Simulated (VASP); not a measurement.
**AlNi: single point with r2SCAN**

AlNi:

```xyz
2
Lattice="2.9457 0.0000 0.0000 0.0000 2.9457 0.0000 0.0000 0.0000 2.8184" Properties=species:S:1:pos:R:3 pbc="T T T"
Al    0.0000    0.0000    0.0000
Ni    1.4729    1.4729    1.4092
```

This cell differs from its parent crystal: biaxial strain in the a-b plane: +3.0 %.

```json
{"Program": "VASP 6.6.1", "Task": "single point", "Functional": "r2SCAN", "Potentials or basis": "VASP PAW PBE potentials, release 64 (Al, Ni)", "Cutoff": "520 eV", "k mesh": "18 × 18 × 18", "Occupations": "gaussian, width 0.1 eV", "Spin": "no spin polarisation"}
```

```yaml
Pressure: -6.7 GPa
Band_gap_on_the_k_mesh: zero (an odd number of electrons rules out a gap without spin polarisation)
```

Stress tensor (GPa, compression positive):
```
-8.04  0.00  0.00
 0.00 -8.04  0.00
 0.00  0.00 -3.95
```

Levels at points of the mesh, in eV from the Fermi level:
```csv
k point,band 5,band 6,band 7,band 8,band 9,band 10
"(0.00, 0.00, 0.00)",-1.51,-1.51,5.25,5.25,6.94,8.12
"(0.50, 0.00, 0.00)",-2.09,-1.43,-0.74,8.56,9.87,10.78
"(0.50, 0.50, 0.00)",-1.96,-1.96,-1.07,1.28,2.34,13.82
"(0.00, 0.00, 0.50)",-2.34,-1.50,-0.40,8.63,10.06,10.06
"(0.50, 0.00, 0.50)",-2.17,-2.11,-0.97,1.71,2.73,12.67
"(0.50, 0.50, 0.50)",-0.90,2.04,2.04,2.13,4.23,4.27
```

It took 18 min on 1 thread of AMD EPYC 7R13, with other jobs on the host, peak memory 0.28 GiB.

Caveat: the cell differs from its parent crystal (biaxial strain in the a-b plane: +3.0 %); the cell stands under tension; the PAW data sets were made with another functional, which shifts forces and pressure a little. Spin polarisation is off, so any magnetic state and its effect on volume and gap are missing.
